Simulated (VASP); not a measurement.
# TiN (Osbornite) (Fm-3m) in VASP: further runs

The runs below take TiN (Osbornite) through single point, with LDA.

All numbers are computed with VASP 6.6.1; they aren't measurements. Logs are shortened: lines on timing, memory, paths and dates and some standing lists are left out, and cuts for length are marked.

## Step 1: The cell of the first run

The structure is cubic, space group Fm-3m (No. 225). The conventional cell has a = 4.061 Å, b = 4.061 Å, c = 4.061 Å, α = 90.00°, β = 90.00°, γ = 90.00°. Within 2.7 Å of Ti (site symmetry m-3m) lie 6 N at 2.03 Å. N (site symmetry m-3m) has 6 Ti at 2.03 Å within 2.7 Å.

## Step 2: Single point, LDA

INCAR

```
SYSTEM = TiN
PREC     = Accurate       ! precision mode
ENCUT    = 520            ! plane-wave cutoff, eV
EDIFF    = 1E-6           ! SCF threshold, eV
ISMEAR   = 1              ! smearing method
SIGMA    = 0.1            ! smearing width, eV
LREAL    = .FALSE.        ! projectors in reciprocal space
LASPH    = .TRUE.         ! aspherical terms in the spheres
NELM     = 60             ! most SCF steps
ALGO     = Normal         ! electronic algorithm
ISIF     = 2              ! what is computed and relaxed
LWAVE    = .FALSE.        ! write WAVECAR
LCHARG   = .TRUE.         ! write CHGCAR
LELF     = .TRUE.         ! ELF
LVHAR    = .TRUE.       
NBANDS   = 16             ! bands
```

KPOINTS

```
Automatic mesh
0
G
  12 12 12
  0 0 0
```

POSCAR

```
TiN
1.0
    0.0000000000      2.0306037354      2.0306037354
    2.0306037354      0.0000000000      2.0306037354
    2.0306037354      2.0306037354      0.0000000000
Ti N
1 1
Direct
    0.0000000000      0.0000000000      0.0000000000
    0.5000000000      0.5000000000      0.5000000000
```

Potentials or basis: VASP PAW LDA potentials, release 64 (Ti_sv, N).

Run with:

```
> cat potpaw_LDA.64/Ti_sv/POTCAR potpaw_LDA.64/N/POTCAR > POTCAR
> mpirun -np 1 vasp_std > vasp.out
```

OUTCAR:

```text
SYSTEM = TiN
   PREC = Accurate
   ENCUT = 520
   EDIFF = 1E-6
   ISMEAR = 1
   LREAL = .FALSE.
   LASPH = .TRUE.
   NELM = 60
   ISIF = 2

 ion  position               nearest neighbor table
   1  0.000  0.000  0.000-   2 2.03   2 2.03   2 2.03   2 2.03   2 2.03   2 2.03
   2  0.500  0.500  0.500-   1 2.03   1 2.03   1 2.03   1 2.03   1 2.03   1 2.03

  LATTYP: Found a face centered cubic cell.
 ALAT       =     4.0612074708

  Lattice vectors:

 A1 = (   0.0000000000,   2.0306037354,   2.0306037354)
 A2 = (   2.0306037354,   0.0000000000,   2.0306037354)
 A3 = (   2.0306037354,   2.0306037354,   0.0000000000)

Analysis of symmetry for initial positions (statically):
=====================================================================
 Subroutine PRICEL returns:
 Original cell was already a primitive cell.

 Routine SETGRP: Setting up the symmetry group for a
 face centered cubic supercell.

 Subroutine GETGRP returns: Found 48 space group operations
[... 9 lines left out ...]

 Routine SETGRP: Setting up the symmetry group for a
 face centered cubic supercell.

 Subroutine GETGRP returns: Found 48 space group operations
[... 11 lines left out ...]
                                     Primitive cell

  volume of cell :      16.7458

  direct lattice vectors                    reciprocal lattice vectors
     0.000000000  2.030603735  2.030603735    -0.246232188  0.246232188  0.246232188
     2.030603735  0.000000000  2.030603735     0.246232188 -0.246232188  0.246232188
     2.030603735  2.030603735  0.000000000     0.246232188  0.246232188 -0.246232188

  length of vectors
     2.871707342  2.871707342  2.871707342     0.426486659  0.426486659  0.426486659

  position of ions in fractional coordinates (direct lattice)
     0.000000000  0.000000000  0.000000000
     0.500000000  0.500000000  0.500000000

  ion indices of the primitive-cell ions
   primitive index   ion index
                 1           1
                 2           2

----------------------------------------------------------------------------------------

 KPOINTS: Automatic mesh

Automatic generation of k-mesh.
 Grid dimensions read from file:
 generate k-points for:   12   12   12

 Generating k-lattice:

  Cartesian coordinates                     Fractional coordinates (reciprocal lattice)
    -0.020519349  0.020519349  0.020519349     0.083333333  0.000000000  0.000000000
     0.020519349 -0.020519349  0.020519349     0.000000000  0.083333333  0.000000000
     0.020519349  0.020519349 -0.020519349     0.000000000  0.000000000  0.083333333

  Length of vectors
     0.035540555  0.035540555  0.035540555

  Shift w.r.t. Gamma in fractional coordinates (k-lattice)
     0.000000000  0.000000000  0.000000000

 Subroutine IBZKPT returns following result:
 ===========================================

 Found     72 irreducible k-points:

 Following reciprocal coordinates:
            Coordinates               Weight
  0.000000  0.000000  0.000000      1.000000
  0.083333  0.000000  0.000000      8.000000
  0.166667  0.000000  0.000000      8.000000
  0.250000  0.000000  0.000000      8.000000
  0.333333  0.000000  0.000000      8.000000
  0.416667  0.000000  0.000000      8.000000
[... 16 lines left out ...]
  0.500000  0.166667  0.000000     24.000000
 -0.416667  0.166667  0.000000     24.000000
 [... further k-points ...]
   k-points           NKPTS =     72   k-points in BZ     NKDIM =     72   number of bands    NBANDS=     16
   number of dos      NEDOS =    301   number of ions     NIONS =      2
   total plane-waves  NPLWV =  13824
   dimension x,y,z NGX =    24 NGY =   24 NGZ =   24
   dimension x,y,z NGXF=    48 NGYF=   48 NGZF=   48
   ions per type =               1   1
   NGX,Y,Z   is equivalent  to a cutoff of  13.89, 13.89, 13.89 a.u.
   NGXF,Y,Z  is equivalent  to a cutoff of  27.79, 27.79, 27.79 a.u.
 SYSTEM =  TiN
   PREC   = accura    normal or accurate (medium, high low for compatibility)
   ISTART =      0    job   : 0-new  1-cont  2-samecut
   ICHARG =      2    charge: 1-file 2-atom 10-const
   ISPIN  =      1    spin polarized calculation?
   LNONCOLLINEAR =      F non collinear calculations
   LSORBIT =      F    spin-orbit coupling
   LASPH  =      T    aspherical Exc in radial PAW
   ENCUT  =  520.0 eV  38.22 Ry    6.18 a.u.   5.34  5.34  5.34*2*pi/ulx,y,z
   NELM   =     60;   NELMIN=  2; NELMDL= -5     # of ELM steps
   EDIFF  = 0.1E-05   stopping-criterion for ELM
   LREAL  =      F    real-space projection
   EDIFFG = 0.1E-04   stopping-criterion for IOM
   NSW    =      0    number of steps for IOM
   IBRION =     -1    ionic relax: 0-MD 1-quasi-New 2-CG
   NFREE  =      0    steps in history (QN), initial steepest desc. (CG)
   ISIF   =      2    stress and relaxation
   ISYM   =      2    0-nonsym 1-usesym 2-fastsym
   POTIM  = 0.5000    time-step for ionic-motion
   TEBEG  =    0.0;   TEEND  =   0.0 temperature during run
   PSTRESS=    0.0 pullay stress
   NELECT =      17.0000    total number of electrons
   NUPDOWN=      -1.0000    fix difference up-down
   EMIN   =  10.00;   EMAX   =-10.00  energy-range for DOS
   EFERMI =   0.00;   METHOD = LEGACY
   ISMEAR =     1;   SIGMA  =   0.10  broadening in eV -4-tet -1-fermi 0-gaus
   EFERMI_NEDOS =   21; number of points for ismear=-14 and -15
   IALGO  =     38    algorithm
   IMIX   =      4    mixing-type and parameters
     AMIX     =   0.40;   BMIX     =  1.00
     AMIX_MAG =   1.60;   BMIX_MAG =  1.00
  volume/ion in A,a.u.               =       8.37        56.50
  Fermi-wavevector in a.u.,A,eV,Ry     =   1.645341  3.109244 36.832978  2.707147
  Thomas-Fermi vector in A             =   2.735155
   LORBIT       =      0    0 simple, 1 ext, 2 COOP (PROOUT), +10 PAW based schemes
   GGA     = CA    functional components
   LHFCALC =     F    Hartree Fock is set to
   AEXX    =    0.0000 exact exchange contribution
   IVDW    =     0    specifies the selected vdW correction
   LEPSILON=     F    determine dielectric tensor
   LRPA    =     F    only Hartree local field effects (RPA)
 non-spin polarized calculation
 Methfessel and Paxton  Order N= 1 SIGMA  =   0.10
  energy-cutoff  :      520.00
  volume of cell :       16.75
 maximum number of plane-waves:       464
 NGX is ok and might be reduce to    24
   NGX = 11   NGY = 11   NGZ = 11

 number of electron      17.0000002 magnetization

 Free energy of the ion-electron system (eV)
  ---------------------------------------------------
  ext. energy  EPLUGINS =         0.00000000
  ---------------------------------------------------
  free energy    TOTEN  =       -21.53685780 eV

  energy without entropy =      -21.53644519  energy(sigma->0) =      -21.53672027

 E-fermi :  12.9610     XC(G=0): -14.0995

 val. band max:       12.9587686236   @ k =   0.5000   0.2500   0.0833
 cond. band min:      13.0130841245   @ k =   0.0833   0.0833   0.0000
 fundamental gap:      0.0543155008
 Fermi energy:        12.9610282607

 k-point     1 :       0.0000    0.0000    0.0000
  band No.  band energies     occupation
      1     -43.9479      2.00000
      2     -20.1734      2.00000
      3     -20.1734      2.00000
      4     -20.1734      2.00000
      5      -4.5719      2.00000
      6      10.8810      2.00000
[... 8 lines left out ...]
     15      26.6041      0.00000
     16      34.7135      0.00000

 k-point     2 :       0.0833    0.0000    0.0000
  band No.  band energies     occupation
      1     -43.9359      2.00000
      2     -20.2505      2.00000
      3     -20.1791      2.00000
      4     -20.1791      2.00000
      5      -4.3994      2.00000
      6      10.0528      2.00000
[... 8 lines left out ...]
     15      26.8149      0.00000
     16      34.4716      0.00000

 k-point     3 :       0.1667    0.0000    0.0000
  band No.  band energies     occupation
      1     -43.9030      2.00000
      2     -20.4567      2.00000
      3     -20.1946      2.00000
      4     -20.1946      2.00000
      5      -3.9146      2.00000
      6       8.5803      2.00000
[... 8 lines left out ...]
     15      27.1045      0.00000
     16      33.6563      0.00000

 k-point     4 :       0.2500    0.0000    0.0000
  band No.  band energies     occupation
      1     -43.8575      2.00000
      2     -20.7284      2.00000
      3     -20.2157      2.00000
      4     -20.2157      2.00000
      5      -3.2057      2.00000
      6       7.0261      2.00000
[... 8 lines left out ...]
     15      27.1259      0.00000
     16      32.1904      0.00000

 k-point     5 :       0.3333    0.0000    0.0000
  band No.  band energies     occupation
      1     -43.8117      2.00000
      2     -20.9901      2.00000
      3     -20.2366      2.00000
      4     -20.2366      2.00000
      5      -2.4047      2.00000
      6       5.6170      2.00000
[... 8 lines left out ...]
     15      27.5024      0.00000
     16      30.5416      0.00000

 k-point     6 :       0.4167    0.0000    0.0000
  band No.  band energies     occupation
      1     -43.7778      2.00000
      2     -21.1759      2.00000
      3     -20.2518      2.00000
      4     -20.2518      2.00000
      5      -1.7082      2.00000
      6       4.5620      2.00000
[... 8 lines left out ...]
     15      28.2517      0.00000
     16      29.2503      0.00000
[... 267 lines left out ...]
 k-point    21 :       0.3333    0.1667    0.0000
  band No.  band energies     occupation
      1     -43.8124      2.00000
      2     -20.8168      2.00000
      3     -20.3199      2.00000
      4     -20.3152      2.00000
      5      -2.8487      2.00000
      6       6.0651      2.00000
[... 8 lines left out ...]
     15      27.4832      0.00000
     16      30.6397      0.00000

 k-point    22 :       0.4167    0.1667    0.0000
  band No.  band energies     occupation
      1     -43.7747      2.00000
      2     -21.0039      2.00000
      3     -20.3615      2.00000
      4     -20.3299      2.00000
      5      -2.3063      2.00000
      6       5.4777      2.00000
[... 8 lines left out ...]
     15      27.5691      0.00000
     16      29.3896      0.00000

 k-point    23 :       0.5000    0.1667    0.0000
  band No.  band energies     occupation
      1     -43.7509      2.00000
      2     -21.1155      2.00000
      3     -20.4102      2.00000
      4     -20.3207      2.00000
      5      -1.8985      2.00000
      6       5.0048      2.00000
[... 8 lines left out ...]
     15      27.7855      0.00000
     16      28.6697      0.00000

 k-point    24 :      -0.4167    0.1667    0.0000
  band No.  band energies     occupation
      1     -43.7478      2.00000
      2     -21.1275      2.00000
      3     -20.4459      2.00000
      4     -20.2948      2.00000
      5      -1.7730      2.00000
      6       4.8351      2.00000
[... 8 lines left out ...]
     15      27.4003      0.00000
     16      28.7994      0.00000

 [... further k-points ...]
[... 5 lines left out ...]
  --------------------------------------------------------------------------------------
  -------------------------------------------------------------------------------------
  Total        3.3172255      3.3172255      3.3172255      0.0000000      0.0000000     -0.0000000
  in kB      317.3803571    317.3803571    317.3803571      0.0000000      0.0000000     -0.0000000
  external PRESSURE =     317.3803571 kB  Pullay stress =       0.0000000 kB

 VOLUME and BASIS-vectors are now :
 -----------------------------------------------------------------------------
  energy-cutoff  :      520.00
  volume of cell :       16.75
      direct lattice vectors                 reciprocal lattice vectors
     0.000000000  2.030603735  2.030603735    -0.246232188  0.246232188  0.246232188
     2.030603735  0.000000000  2.030603735     0.246232188 -0.246232188  0.246232188
     2.030603735  2.030603735  0.000000000     0.246232188  0.246232188 -0.246232188

 POSITION                                       TOTAL-FORCE (eV/Angst)
 -----------------------------------------------------------------------------------
      0.00000      0.00000      0.00000        -0.000000      0.000000      0.000000
      2.03060      2.03060      2.03060         0.000000     -0.000000     -0.000000
 -----------------------------------------------------------------------------------
    total drift:                                0.000000     -0.000000     -0.000000

  FREE ENERGIE OF THE ION-ELECTRON SYSTEM (eV)
  ---------------------------------------------------
  free  energy   TOTEN  =       -21.5368578022 eV

  energy  without entropy=      -21.5364451922  energy(sigma->0) =      -21.53672027
```

Run time: 59 s. Hardware: 1 thread of AMD EPYC 7R13, shared host; peak memory 0.11 GiB.

Results:

```
Free energy : -21.5369 eV
Pressure    : 31.7 GPa
```

## Step 3: Single point, LDA

This run uses another cell than the first one, of 8.75 Å³/atom, 1.045 times its volume.

INCAR

```
SYSTEM = TiN
  PREC = Accurate
  ENCUT = 520
  EDIFF = 1E-7
  ISMEAR = 1
  SIGMA = 0.1
  LREAL = .False.
  LASPH = .True.
  NELM = 100
  ALGO = Normal
  ISIF = 2
  LWAVE = .False.
  LCHARG = .False.
  GGA = CA
  NBANDS = 16
```

KPOINTS

```
regular mesh
0
Gamma
  12 12 12
  0 0 0
```

POSCAR

```
TiN
1.0
    0.0000000000      2.0609157228      2.0609157228
    2.0609157228      0.0000000000      2.0609157228
    2.0609157228      2.0609157228      0.0000000000
Ti N
1 1
Direct
    0.0000000000      0.0000000000      0.0000000000
    0.5000000000      0.5000000000      0.5000000000
```

Potentials or basis: VASP PAW LDA potentials, release 64 (Ti_sv, N).

Run with:

```
> cat potpaw_LDA.64/Ti_sv/POTCAR potpaw_LDA.64/N/POTCAR > POTCAR
> mpirun -np 1 vasp_std > vasp.out
```

OUTCAR:

```text
SYSTEM = TiN
   PREC = Accurate
   ENCUT = 520
   EDIFF = 1E-7
   ISMEAR = 1
   LREAL = .False.
   LASPH = .True.
   NELM = 100
   ISIF = 2
   GGA = CA

 ion  position               nearest neighbor table
   1  0.000  0.000  0.000-   2 2.06   2 2.06   2 2.06   2 2.06   2 2.06   2 2.06
   2  0.500  0.500  0.500-   1 2.06   1 2.06   1 2.06   1 2.06   1 2.06   1 2.06

  LATTYP: Found a face centered cubic cell.
 ALAT       =     4.1218314456

  Lattice vectors:

 A1 = (   0.0000000000,   2.0609157228,   2.0609157228)
 A2 = (   2.0609157228,   0.0000000000,   2.0609157228)
 A3 = (   2.0609157228,   2.0609157228,   0.0000000000)
[... 626 lines left out ...]
      5      -2.3367      2.00000
      6       4.4364      2.00000
[... 8 lines left out ...]
     15      26.2607      0.00000
     16      27.4854      0.00000

 [... further k-points ...]
[... 5 lines left out ...]
  --------------------------------------------------------------------------------------
  -------------------------------------------------------------------------------------
  Total        1.4829866      1.4829866      1.4829866     -0.0000000     -0.0000000      0.0000000
  in kB      135.7178962    135.7178962    135.7178962     -0.0000000     -0.0000000      0.0000000
  external PRESSURE =     135.7178962 kB  Pullay stress =       0.0000000 kB

 VOLUME and BASIS-vectors are now :
 -----------------------------------------------------------------------------
  energy-cutoff  :      520.00
  volume of cell :       17.51
      direct lattice vectors                 reciprocal lattice vectors
     0.000000000  2.060915723  2.060915723    -0.242610600  0.242610600  0.242610600
     2.060915723  0.000000000  2.060915723     0.242610600 -0.242610600  0.242610600
     2.060915723  2.060915723  0.000000000     0.242610600  0.242610600 -0.242610600

 POSITION                                       TOTAL-FORCE (eV/Angst)
 -----------------------------------------------------------------------------------
      0.00000      0.00000      0.00000        -0.000000     -0.000000     -0.000000
      2.06092      2.06092      2.06092         0.000000      0.000000      0.000000
 -----------------------------------------------------------------------------------
    total drift:                                0.000000     -0.000000     -0.000000

  FREE ENERGIE OF THE ION-ELECTRON SYSTEM (eV)
  ---------------------------------------------------
  free  energy   TOTEN  =       -21.6437906324 eV

  energy  without entropy=      -21.6433373699  energy(sigma->0) =      -21.64363954
```

OSZICAR:

```text
N       E                     dE             d eps       ncg     rms          rms(c)
DAV:   1     0.129780044211E+03    0.12978E+03   -0.81636E+03  2304   0.126E+03
DAV:   2    -0.194257717471E+02   -0.14921E+03   -0.14100E+03  2504   0.348E+02
DAV:   3    -0.265073881641E+02   -0.70816E+01   -0.70284E+01  2952   0.784E+01
DAV:   4    -0.266549730344E+02   -0.14758E+00   -0.14752E+00  2760   0.105E+01
DAV:   5    -0.266579549242E+02   -0.29819E-02   -0.29819E-02  2744   0.137E+00    0.200E+01
DAV:   6    -0.220089970694E+02    0.46490E+01   -0.12390E+01  3016   0.550E+01    0.725E+00
DAV:   7    -0.216820688609E+02    0.32693E+00   -0.13779E+00  2736   0.155E+01    0.566E+00
DAV:   8    -0.217928462177E+02   -0.11078E+00   -0.71710E-01  3400   0.122E+01    0.545E+00
DAV:   9    -0.216523013201E+02    0.14054E+00   -0.17209E-01  2848   0.677E+00    0.149E+00
DAV:  10    -0.216456957514E+02    0.66056E-02   -0.30955E-02  2800   0.212E+00    0.294E-01
DAV:  11    -0.216438417643E+02    0.18540E-02   -0.42781E-03  2464   0.610E-01    0.155E-01
DAV:  12    -0.216438424372E+02   -0.67288E-06   -0.39025E-04  2504   0.206E-01    0.854E-02
DAV:  13    -0.216437996935E+02    0.42744E-04   -0.21117E-04  2728   0.243E-01    0.205E-02
DAV:  14    -0.216437914869E+02    0.82067E-05   -0.12554E-05  2768   0.483E-02    0.101E-02
DAV:  15    -0.216437906912E+02    0.79571E-06   -0.25062E-06  3136   0.188E-02    0.808E-03
DAV:  16    -0.216437906324E+02    0.58732E-07   -0.27753E-07  2928   0.558E-03
   1 F= -.21643791E+02 E0= -.21643640E+02  d E =-.453263E-03
```

stdout:

```text
POSCAR found type information on POSCAR TiN
 POSCAR found :  2 types and       2 ions
 scaLAPACK will be used
 LDA part: xc-table for (Slater(with rela. corr.)+CA(PZ))
 , standard interpolation
 POSCAR, INCAR and KPOINTS ok, starting setup
 FFT: planning ... GRIDC
 FFT: planning ... GRID_SOFT
 FFT: planning ... GRID
 WAVECAR not read
 entering main loop
```

It took 58 s on 1 thread of AMD EPYC 7R13, shared host; peak memory 0.11 GiB.

What came out:

```
Free energy : -21.6438 eV
Pressure    : 13.6 GPa
```

Levels at points of the mesh, in eV from the Fermi level:
| k point | band 7 | band 8 | band 9 | band 10 | band 11 | band 12 |
| --- | --- | --- | --- | --- | --- | --- |
| (0.00, 0.00, 0.00) | -2.03 | -2.03 | -0.66 | -0.66 | -0.66 | 0.70 |
| (0.50, 0.00, 0.00) | -5.87 | -5.87 | 2.00 | 2.00 | 2.78 | 6.53 |
| (0.50, 0.50, 0.00) | -3.43 | -3.22 | -3.22 | 1.93 | 2.81 | 2.81 |
